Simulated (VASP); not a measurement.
The system is MnPt2.

```
Pt Mn
1.0
     2.85840    0.00000    0.00000
    -1.42920    2.47545    0.00000
     0.00000    0.00000    6.53250
Pt Mn
2 1
Cartesian
  1.4292 0.8252 2.0656
  0.0000 1.6503 4.4669
  0.0000 0.0000 0.0000
```

Base run:

```yaml
Program: VASP 6.6.1
Functional: PBE
Potentials_or_basis: VASP PAW PBE potentials, release 64 (Pt, Mn_pv)
Cutoff: 520 eV
k_mesh: 9 × 9 × 4
Occupations: fermi-dirac, width 0.05 eV
Spin: collinear spin, ferromagnetic start
Starting_moments: "[0.0, 0.0, 1.0] μB"
Fixed_moment: 1 μB
```

Its results: pressure -14.1 GPa; site moments Pt -0.22; Mn +1.42 μB; largest force 0.284 eV/Å.

**Question.** The run is repeated on the same cell with these changes: fixed moment from 1 μB to 3 μB; moments at the start from [0.0, 0.0, 1.0] to [0.0, 0.0, 3.0]. What comes out?

**Answer.** Pressure -6.5 GPa; site moments Pt -0.10; Mn +3.10 μB; largest force 0.036 eV/Å.

Caveats: the total moment is fixed, so each spin has its own Fermi level.
